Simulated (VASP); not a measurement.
Crystal: In3Se.

```
In Se
1.0
     4.46880    0.00000    0.00000
     0.00000    4.46880    0.00000
     0.00000    0.00000    6.18729
In Se
3 1
Cartesian
  0.0000 2.2344 0.0000
  2.2344 0.0000 0.0000
  2.2344 2.2344 0.0000
  2.2344 2.2344 3.0936
```

The cell was built from a structure type or drawn by symmetry, and may not be a known phase.

* Program: VASP 6.6.1
* Task: relaxation of cell and atoms
* Functional: PBE
* Potentials or basis: VASP PAW PBE potentials, release 64 (In_d, Se)
* Cutoff: 600 eV
* k mesh: 4 × 4 × 4
* Occupations: gaussian, width 0.1 eV
* Spin: no spin polarisation

At the start: pressure 30.5 GPa; volume 30.89 Å³/atom.

Question: How do energy, volume and symmetry change on relaxing?

Answer: Over 9 steps the energy falls by 1918.7 meV/atom and the volume is 46.96 Å³/atom (+52.0 %); space group P4/mmm (No. 123, to 0.1 Å) before and after.

The path:
| step | energy change (eV) | largest force (eV/Å) | pressure (GPa) | volume (Å³) |
| --- | --- | --- | --- | --- |
| 1 | 0.0000 | 0.0000 | 30.47 | 123.56 |
| 2 | -7.1348 | 0.0000 | -2.30 | 245.96 |
| 3 | -7.3430 | 0.0000 | -0.61 | 190.68 |
| 4 | -7.4088 | 0.0000 | -1.90 | 213.54 |
| 5 | -7.4244 | 0.0000 | -1.63 | 206.35 |
| 6 | -7.4240 | 0.0000 | -1.54 | 204.54 |
| 7 | -7.6523 | 0.0000 | -0.64 | 192.37 |
| 8 | -7.6747 | 0.0000 | -0.14 | 188.31 |
| 9 | -7.6749 | 0.0000 | -0.08 | 187.85 |

Final structure:
```xyz
4
Lattice="5.8737 0.0000 0.0000 0.0000 5.8737 0.0000 0.0000 0.0000 5.4449" Properties=species:S:1:pos:R:3 pbc="T T T"
In    0.0000    2.9369    5.4449
In    2.9369    5.8737    0.0000
In    2.9369    2.9369    0.0000
Se    2.9369    2.9369    2.7224
```

Caveat: the volume moved by over 15 % at a fixed basis, so the end points are rough.
